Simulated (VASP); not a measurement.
KBr: single point with r2SCAN

The system is KBr.

```
K Br
1.0
     0.00000    3.29250    3.29250
     3.29250    0.00000    3.29250
     3.29250    3.29250    0.00000
K Br
1 1
Direct
  0.00000 0.00000 0.00000
  0.41946 0.50000 0.50000
```

This cell differs from its parent crystal: all Br atoms moved +0.375 Å, as atom 2 towards its neighbour atom 2 (Br) at 4.656 Å.

```
Program                : VASP 6.6.1
Task                   : single point
Functional             : r2SCAN
Potentials or basis    : VASP PAW PBE potentials, release 64 (K_sv, Br)
Cutoff                 : 520 eV
k mesh                 : 6 × 6 × 6
Occupations            : gaussian, width 0.05 eV
Spin                   : no spin polarisation
Dipole correction      : no
Further INCAR settings : ALGO = Normal; EDIFF = 1e-06; NBANDS = 15
```

```json
{
 "Pressure": "1.0 GPa",
 "Largest force": "0.565 eV/Å",
 "Band gap on the k mesh": "5.13 eV"
}
```

Forces on the atoms (eV/Å):
```
K    0.000 -0.400 -0.400
Br   0.000  0.400  0.400
```

Stress tensor (GPa, compression positive):
```
-0.04  0.00  0.00
 0.00  1.58 -0.46
 0.00 -0.46  1.58
```

Levels at points of the mesh, in eV from the valence-band top:
| k point | band 5 | band 6 | band 7 | band 8 | band 9 | band 10 | band 11 | band 12 |
| --- | --- | --- | --- | --- | --- | --- | --- | --- |
| (0.00, 0.00, 0.00) | -11.48 | -0.01 | -0.01 | 0.00 | 5.13 | 8.25 | 8.41 | 8.52 |
| (0.50, 0.00, 0.00) | -11.25 | -1.14 | -0.32 | -0.30 | 7.17 | 8.96 | 10.17 | 10.60 |
| (0.00, 0.50, 0.00) | -11.20 | -1.13 | -0.29 | -0.24 | 7.09 | 8.71 | 10.17 | 10.25 |
| (0.50, 0.50, 0.00) | -11.46 | -0.77 | -0.29 | -0.25 | 6.48 | 8.04 | 9.54 | 10.32 |
| (0.00, 0.50, 0.50) | -11.47 | -0.80 | -0.30 | -0.27 | 6.57 | 7.98 | 10.23 | 10.30 |

It took 2.1 min on 1 thread of Intel(R) Xeon(R) 6975P-C (Granite Rapids), with other jobs on the host, peak memory 0.24 GiB.

Caveat: the cell differs from its parent crystal (all Br atoms moved +0.375 Å, as atom 2 towards its neighbour atom 2 (Br) at 4.656 Å); the PAW data sets were made with another functional, which shifts forces and pressure a little.
